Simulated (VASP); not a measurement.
Zr, 2 atoms in the cell. Symmetry: P6_3/mmc, No. 194, hexagonal system. The conventional cell has a = 3.129 Å, b = 3.129 Å, c = 5.066 Å, α = 90.00°, β = 90.00°, γ = 120.00°. Within 4.1 Å of Zr (site symmetry -6m2) lie 12 Zr at 3.11 to 3.13 Å. 

```yaml
Program: VASP 6.6.1
Task: single point
Functional: PBEsol
Dispersion: D3(BJ)
Potentials_or_basis: VASP PAW PBE potentials, release 64 (Zr_sv)
Cutoff: 500 eV
k_mesh: 15 × 15 × 8
Occupations: gaussian, width 0.1 eV
Spin: no spin polarisation
Dipole_correction: no
Further_INCAR_settings: ALGO = Normal; EDIFF = 1e-06; NBANDS = 19
```

Potentials or basis: VASP PAW PBE potentials, release 64 (Zr_sv).

The run is started by

```sh
$ cat potpaw_PBE.64/Zr_sv/POTCAR > POTCAR
$ mpirun -np 1 vasp_std > vasp.out
```

Hardware: 1 thread of Intel(R) Xeon(R) Platinum 8375C CPU @ 2.90GHz (Ice Lake), on a shared host.

Q: How long does it take, and how much memory?

A: Wall time 69 s on 1 thread of Intel(R) Xeon(R) Platinum 8375C CPU @ 2.90GHz (Ice Lake), on a shared host, peak memory 0.22 GiB. Counts: scf iterations 12, k points 135.
